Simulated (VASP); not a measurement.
# Te2Mo (P6_3/mmc) in VASP: a series of runs

Te2Mo is run at these levels: PBEsol; tasks: single point.

Everything below comes from runs of VASP 6.6.1. Logs are shortened: lines on timing, memory, paths and dates and some standing lists are left out, and cuts for length are marked.

### 1 The cell of the first run

Symmetry: P6_3/mmc, No. 194, hexagonal system. Conventional cell: a = 3.494 Å, b = 3.494 Å, c = 13.726 Å, α = 90.00°, β = 90.00°, γ = 120.00°. Within 3.6 Å of Te (site symmetry 3m) lie 3 Mo at 2.71 Å and 6 Te at 3.49 Å. Mo (site symmetry -6m2) has 6 Te at 2.71 Å and 6 Mo at 3.49 Å within 3.6 Å.

### 2 Single point, PBEsol

File INCAR:

```
SYSTEM = Te2Mo
PREC = Accurate
ENCUT = 500
EDIFF = 1E-6
ISMEAR = -5
SIGMA = 0.02
LREAL = .FALSE.
LASPH = .TRUE.
NELM = 120
ALGO = Normal
ISIF = 2
LWAVE = .FALSE.
LCHARG = .FALSE.
GGA = PS
NBANDS = 35
GGA_COMPAT = .FALSE.
```

File KPOINTS:

```
regular mesh
0
G
  12 12 2
  0 0 0
```

File POSCAR:

```
Te2Mo
1.0
    3.4941841252      0.0000000000      0.0000000000
   -1.7470920626      3.0260522179      0.0000000000
    0.0000000000      0.0000000000     13.7255153023
Te Mo
4 2
Direct
    0.3333333333      0.6666666667      0.6187027989
    0.6666666667      0.3333333333      0.1187027989
    0.6666666667      0.3333333333      0.3812972011
    0.3333333333      0.6666666667      0.8812972011
    0.3333333333      0.6666666667      0.2500000000
    0.6666666667      0.3333333333      0.7500000000
```

Potentials or basis: VASP PAW PBE potentials, release 64 (Te, Mo_sv).

Run with:

```
> cat potpaw_PBE.64/Te/POTCAR potpaw_PBE.64/Mo_sv/POTCAR > POTCAR
> mpirun -np 1 vasp_std > vasp.out
```

OUTCAR:

```text
SYSTEM = Te2Mo
   PREC = Accurate
   ENCUT = 500
   EDIFF = 1E-6
   ISMEAR = -5
   LREAL = .FALSE.
   LASPH = .TRUE.
   NELM = 120
   ISIF = 2
   GGA = PS

 ion  position               nearest neighbor table
   1  0.333  0.667  0.619-   6 2.71   6 2.71   6 2.71   4 3.60
   2  0.667  0.333  0.119-   5 2.71   5 2.71   5 2.71   3 3.60
   3  0.667  0.333  0.381-   5 2.71   5 2.71   5 2.71   2 3.60
   4  0.333  0.667  0.881-   6 2.71   6 2.71   6 2.71   1 3.60
   5  0.333  0.667  0.250-   2 2.71   3 2.71   2 2.71   3 2.71   2 2.71   3 2.71
   6  0.667  0.333  0.750-   1 2.71   4 2.71   1 2.71   4 2.71   1 2.71   4 2.71

  LATTYP: Found a hexagonal cell.
 ALAT       =     3.4941841252
 C/A-ratio  =     3.9281030451

  Lattice vectors:

 A1 = (   3.4941841252,   0.0000000000,   0.0000000000)
 A2 = (  -1.7470920626,   3.0260522179,   0.0000000000)
 A3 = (   0.0000000000,   0.0000000000,  13.7255153023)

Analysis of symmetry for initial positions (statically):
=====================================================================
 Subroutine PRICEL returns:
 Original cell was already a primitive cell.

 Routine SETGRP: Setting up the symmetry group for a
 hexagonal supercell.

 Subroutine GETGRP returns: Found 24 space group operations
 (whereof 12 operations were pure point group operations)
 out of a pool of 24 trial point group operations.

The static configuration has the point symmetry D_3d.
 The point group associated with its full space group is D_6h.

Analysis of symmetry for dynamics (positions and initial velocities):
=====================================================================
 Subroutine PRICEL returns:
 Original cell was already a primitive cell.

 Routine SETGRP: Setting up the symmetry group for a
 hexagonal supercell.

 Subroutine GETGRP returns: Found 24 space group operations
 (whereof 12 operations were pure point group operations)
 out of a pool of 24 trial point group operations.

The dynamic configuration has the point symmetry D_3d.
 The point group associated with its full space group is D_6h.

 Subroutine INISYM returns: Found 24 space group operations
 (whereof 12 operations are pure point group operations),
 and found     1 'primitive' translations

[... 103 lines left out ...]
   NELM   =    120;   NELMIN=  2; NELMDL= -5     # of ELM steps
   EDIFF  = 0.1E-05   stopping-criterion for ELM
   LREAL  =      F    real-space projection
   EDIFFG = 0.1E-04   stopping-criterion for IOM
   NSW    =      0    number of steps for IOM
   IBRION =     -1    ionic relax: 0-MD 1-quasi-New 2-CG
   NFREE  =      0    steps in history (QN), initial steepest desc. (CG)
   ISIF   =      2    stress and relaxation
   ISYM   =      2    0-nonsym 1-usesym 2-fastsym
   POTIM  = 0.5000    time-step for ionic-motion
   TEBEG  =    0.0;   TEEND  =   0.0 temperature during run
   PSTRESS=    0.0 pullay stress
   NELECT =      52.0000    total number of electrons
   NUPDOWN=      -1.0000    fix difference up-down
   EMIN   =  10.00;   EMAX   =-10.00  energy-range for DOS
   EFERMI =   0.00;   METHOD = LEGACY
   ISMEAR =    -5;   SIGMA  =   0.02  broadening in eV -4-tet -1-fermi 0-gaus
   EFERMI_NEDOS =   21; number of points for ismear=-14 and -15
   IALGO  =     38    algorithm
   IMIX   =      4    mixing-type and parameters
     AMIX     =   0.40;   BMIX     =  1.00
     AMIX_MAG =   1.60;   BMIX_MAG =  1.00
  volume/ion in A,a.u.               =      24.19       163.23
  Fermi-wavevector in a.u.,A,eV,Ry     =   1.162766  2.197309 18.395414  1.352025
  Thomas-Fermi vector in A             =   2.299323
   LORBIT       =      0    0 simple, 1 ext, 2 COOP (PROOUT), +10 PAW based schemes
   GGA     = PS    functional components
   LHFCALC =     F    Hartree Fock is set to
   AEXX    =    0.0000 exact exchange contribution
   IVDW    =     0    specifies the selected vdW correction
   LEPSILON=     F    determine dielectric tensor
   LRPA    =     F    only Hartree local field effects (RPA)
 non-spin polarized calculation
 Fermi weights with tetrahedron method with Bloechl corrections
  energy-cutoff  :      500.00
  volume of cell :      145.13
 maximum number of plane-waves:      3713
 NGX is ok and might be reduce to    28
   NGX = 13   NGY = 13   NGZ = 51

 number of electron      51.9999996 magnetization

 Free energy of the ion-electron system (eV)
  ---------------------------------------------------
  ext. energy  EPLUGINS =         0.00000000
  ---------------------------------------------------
  free energy    TOTEN  =       -39.38671193 eV

  energy without entropy =      -39.38671193  energy(sigma->0) =      -39.38671193

 E-fermi :   8.6021     XC(G=0): -10.7573

 val. band max:        8.4871839339   @ k =   0.0000   0.0000   0.0000
 cond. band min:       9.1328651089   @ k =   0.2500   0.1667   0.0000
 fundamental gap:      0.6456811750
 Fermi energy:         8.6020859215

 k-point     1 :       0.0000    0.0000    0.0000
  band No.  band energies     occupation
      1     -52.2807      2.00000
      2     -52.2807      2.00000
      3     -26.4907      2.00000
      4     -26.4907      2.00000
      5     -26.3455      2.00000
      6     -26.3455      2.00000
[... 901 lines left out ...]
     34      11.9934      0.00000
     35      13.5637      0.00000

 [... further k-points ...]

------------------------ aborting loop because EDIFF is reached ----------------------------------------

  FORCE on cell =-STRESS in cart. coord.  units (eV):
  Direction    XX          YY          ZZ          XY          YZ          ZX
  --------------------------------------------------------------------------------------
  -------------------------------------------------------------------------------------
  Total        0.2966604      0.2966604      1.0351531     -0.0000000      0.0000000      0.0000000
  in kB        3.2750601      3.2750601     11.4278438     -0.0000000      0.0000000      0.0000000
  external PRESSURE =       5.9926547 kB  Pullay stress =       0.0000000 kB

 VOLUME and BASIS-vectors are now :
 -----------------------------------------------------------------------------
  energy-cutoff  :      500.00
  volume of cell :      145.13
      direct lattice vectors                 reciprocal lattice vectors
     3.494184125  0.000000000  0.000000000     0.286189841  0.165231782  0.000000000
    -1.747092063  3.026052218  0.000000000     0.000000000  0.330463564  0.000000000
     0.000000000  0.000000000 13.725515302     0.000000000  0.000000000  0.072857010

 POSITION                                       TOTAL-FORCE (eV/Angst)
 -----------------------------------------------------------------------------------
     -0.00000      2.01737      8.49201        -0.000000     -0.000000     -0.028478
      1.74709      1.00868      1.62926        -0.000000      0.000000     -0.028478
      1.74709      1.00868      5.23350        -0.000000      0.000000      0.028478
     -0.00000      2.01737     12.09626        -0.000000     -0.000000      0.028478
     -0.00000      2.01737      3.43138        -0.000000      0.000000     -0.000000
      1.74709      1.00868     10.29414         0.000000     -0.000000     -0.000000
 -----------------------------------------------------------------------------------
    total drift:                               -0.000000      0.000000     -0.000000

  FREE ENERGIE OF THE ION-ELECTRON SYSTEM (eV)
  ---------------------------------------------------
  free  energy   TOTEN  =       -39.3867119334 eV

  energy  without entropy=      -39.3867119334  energy(sigma->0) =      -39.38671193
```

OSZICAR:

```text
N       E                     dE             d eps       ncg     rms          rms(c)
DAV:   1     0.387087778997E+03    0.38709E+03   -0.26432E+04  3052   0.129E+03
DAV:   2    -0.199743737774E+02   -0.40706E+03   -0.39458E+03  3322   0.317E+02
DAV:   3    -0.403882879072E+02   -0.20414E+02   -0.20022E+02  3270   0.621E+01
DAV:   4    -0.408264319957E+02   -0.43814E+00   -0.43658E+00  3115   0.906E+00
DAV:   5    -0.408365902279E+02   -0.10158E-01   -0.10156E-01  3337   0.144E+00    0.235E+01
DAV:   6    -0.399028630275E+02    0.93373E+00   -0.60955E+00  2895   0.135E+01    0.906E+00
DAV:   7    -0.398306626986E+02    0.72200E-01   -0.48387E+00  2778   0.106E+01    0.625E+00
DAV:   8    -0.393902168757E+02    0.44045E+00   -0.10197E+00  2807   0.552E+00    0.290E+00
DAV:   9    -0.393951260660E+02   -0.49092E-02   -0.19732E-01  3108   0.198E+00    0.123E+00
DAV:  10    -0.393865835059E+02    0.85426E-02   -0.35882E-02  2852   0.111E+00    0.398E-01
DAV:  11    -0.393868966226E+02   -0.31312E-03   -0.23921E-03  3115   0.233E-01    0.237E-01
DAV:  12    -0.393867877781E+02    0.10884E-03   -0.34523E-04  3086   0.914E-02    0.196E-01
DAV:  13    -0.393867327162E+02    0.55062E-04   -0.79524E-05  2893   0.462E-02    0.122E-01
DAV:  14    -0.393867174448E+02    0.15271E-04   -0.29588E-05  3016   0.257E-02    0.561E-02
DAV:  15    -0.393867126489E+02    0.47959E-05   -0.73086E-06  3013   0.142E-02    0.268E-02
DAV:  16    -0.393867119334E+02    0.71546E-06   -0.83211E-07  1447   0.501E-03
   1 F= -.39386712E+02 E0= -.39386712E+02  d E =0.000000E+00
```

stdout:

```text
POSCAR found type information on POSCAR TeMo
 POSCAR found :  2 types and       6 ions
 scaLAPACK will be used
 -----------------------------------------------------------------------------
|                                                                             |
|                                                                             |
|     You enforced a specific xc type in the INCAR file but a different       |
|     I HOPE YOU KNOW WHAT YOU ARE DOING!                                     |
|                                                                             |
 -----------------------------------------------------------------------------

 LDA part: xc-table for (Slater+PW92), standard interpolation
 POSCAR, INCAR and KPOINTS ok, starting setup
 FFT: planning ... GRIDC
 FFT: planning ... GRID_SOFT
 FFT: planning ... GRID
 WAVECAR not read
 entering main loop
```

Run time: 3.7 min. Hardware: 1 thread of Intel Xeon 6975P-C, shared host; peak memory 0.34 GiB.

What came out:

* Free energy: -39.3867 eV
* Pressure: 0.6 GPa
* Largest force: 0.028 eV/Å
* Band gap on the k mesh: 0.65 eV, indirect (least direct gap 1.07 eV)

Forces on the atoms (eV/Å):
```
Te   0.000  0.000 -0.028
Te   0.000  0.000 -0.028
Te   0.000  0.000  0.028
Te   0.000  0.000  0.028
Mo   0.000  0.000  0.000
Mo   0.000  0.000  0.000
```

Caveat: the PAW data sets were made with another functional, which shifts forces and pressure a little; spin-orbit coupling is left out, which moves the levels of the heavy elements; this functional lacks dispersion, which binds the layers, so the pressure and a relaxed spacing across them are unreliable. As with any semilocal functional, this PBEsol gap is likely too small.

### 3 Single point, PBEsol (strain along c alone, the other axes held: +2.0 %, then relaxed in part)

File INCAR:

```
ALGO     = Normal         # electronic algorithm
EDIFF    = 1E-6           # SCF threshold, eV
ENCUT    = 520            # plane-wave cutoff, eV
GGA      = PS             # functional
ISIF     = 2              # what is computed and relaxed
ISMEAR   = 0              # smearing method
LASPH    = True           # aspherical terms in the spheres
LCHARG   = False          # write CHGCAR
LREAL    = False          # projectors in reciprocal space
LWAVE    = False          # write WAVECAR
NBANDS   = 35             # bands
NELM     = 100            # most SCF steps
PREC     = Accurate       # precision mode
SIGMA    = 0.02           # smearing width, eV
```

File KPOINTS:

```
k-points
0
Gamma
  12 12 2
```

File POSCAR:

```
Te2Mo
1.0
    3.4941841252      0.0000000000      0.0000000000
   -1.7470920626      3.0260522179      0.0000000000
    0.0000000000      0.0000000000     14.2857404167
Te Mo
4 2
Direct
    0.3333333333      0.6666666667      0.6235031704
    0.6666666667      0.3333333333      0.1235031704
    0.6666666667      0.3333333333      0.3764968296
    0.3333333333      0.6666666667      0.8764968296
    0.3333333333      0.6666666667      0.2500000000
    0.6666666667      0.3333333333      0.7500000000
```

Potentials or basis: VASP PAW PBE potentials, release 64 (Te, Mo_sv).

Run with:

```
> cat potpaw_PBE.64/Te/POTCAR potpaw_PBE.64/Mo_sv/POTCAR > POTCAR
> mpirun -np 1 vasp_std > vasp.out
```

Run time: 1.7 min. Hardware: 1 thread of Intel Xeon 6975P-C (Granite Rapids), shared host; peak memory 0.38 GiB.

It converged, with:

| Property | Result |
| --- | --- |
| Free energy | -39.3900 eV |
| Pressure | -0.2 GPa |
| Largest force | 0.029 eV/Å |
| Band gap on the k mesh | 0.84 eV, indirect (least direct gap 1.10 eV) |

Forces in eV/Å, atoms in the order of the input:
```
Te   0.000  0.000 -0.029
Te   0.000  0.000 -0.029
Te   0.000  0.000  0.029
Te   0.000  0.000  0.029
Mo   0.000  0.000  0.000
Mo   0.000  0.000  0.000
```

Stress tensor (GPa, compression positive):
```
-0.07  0.00  0.00
 0.00 -0.07  0.00
 0.00  0.00 -0.37
```

Levels at points of the mesh, in eV from the valence-band top:
```csv
k point,band 22,band 23,band 24,band 25,band 26,band 27,band 28,band 29,band 30,band 31
"(0.00, 0.00, 0.00)",-0.93,-0.91,-0.91,-0.52,-0.04,3.11,3.11,3.21,3.21,3.36
"(0.50, 0.00, 0.00)",-1.77,-0.93,-0.91,-0.41,-0.19,1.42,1.46,1.57,1.90,2.72
"(0.00, 0.00, 0.50)",-0.92,-0.92,-0.92,-0.16,-0.16,3.14,3.14,3.14,3.14,3.47
"(0.50, 0.00, 0.50)",-1.85,-0.90,-0.90,-0.30,-0.30,1.44,1.44,1.75,1.75,3.13
```

Caveat: the cell differs from its parent crystal (strain along c alone, the other axes held: +2.0 %, then relaxed in part); the PAW data sets were made with another functional, which shifts forces and pressure a little; spin-orbit coupling is left out, which moves the levels of the heavy elements; this functional lacks dispersion, which binds the layers, so the pressure and a relaxed spacing across them are unreliable. A k mesh can miss the band edges.

### 4 Single point, PBEsol

This run uses another cell than the first one, of 25.18 Å³/atom, 1.041 times its volume.

File INCAR:

```
SYSTEM = Te2Mo
PREC = Accurate ; ENCUT = 520
EDIFF = 1E-7 ; ISMEAR = 0
SIGMA = 0.02 ; LREAL = .False.
LASPH = .True. ; NELM = 60
ALGO = Normal ; ISIF = 2
LWAVE = .False. ; LCHARG = .False.
GGA = PS ; NBANDS = 35
```

File KPOINTS:

```
regular mesh
0
Gamma
  12 12 2
  0 0 0
```

POSCAR is that of step 3.

Run with:

```
> cat potpaw_PBE.64/Te/POTCAR potpaw_PBE.64/Mo_sv/POTCAR > POTCAR
> mpirun -np 1 vasp_std > vasp.out
```

Run time: 1.8 min. Hardware: 1 thread of Intel Xeon 6975P-C (Granite Rapids), shared host; peak memory 0.37 GiB.

Results (log left out):

```
Free energy            : -39.3900 eV
Pressure               : -0.2 GPa
Largest force          : 0.029 eV/Å
Band gap on the k mesh : 0.84 eV, indirect (least direct gap 1.10 eV)
```

Forces in eV/Å, atoms in the order of the input:
```
Te   0.000  0.000 -0.029
Te   0.000  0.000 -0.029
Te   0.000  0.000  0.029
Te   0.000  0.000  0.029
Mo   0.000  0.000  0.000
Mo   0.000  0.000  0.000
```

Stress tensor (GPa, compression positive):
```
-0.07  0.00  0.00
 0.00 -0.07  0.00
 0.00  0.00 -0.37
```

Levels at points of the mesh, in eV from the valence-band top:
```tsv
k point	band 24	band 25	band 26	band 27	band 28	band 29
(0.00, 0.00, 0.00)	-0.91	-0.52	-0.04	3.11	3.11	3.21
(0.50, 0.00, 0.00)	-0.91	-0.41	-0.19	1.42	1.46	1.57
(0.00, 0.00, 0.50)	-0.92	-0.16	-0.16	3.14	3.14	3.14
(0.50, 0.00, 0.50)	-0.90	-0.30	-0.30	1.44	1.44	1.75
```

Caveat: the PAW data sets were made with another functional, which shifts forces and pressure a little; spin-orbit coupling is left out, which moves the levels of the heavy elements; this functional lacks dispersion, which binds the layers, so the pressure and a relaxed spacing across them are unreliable.
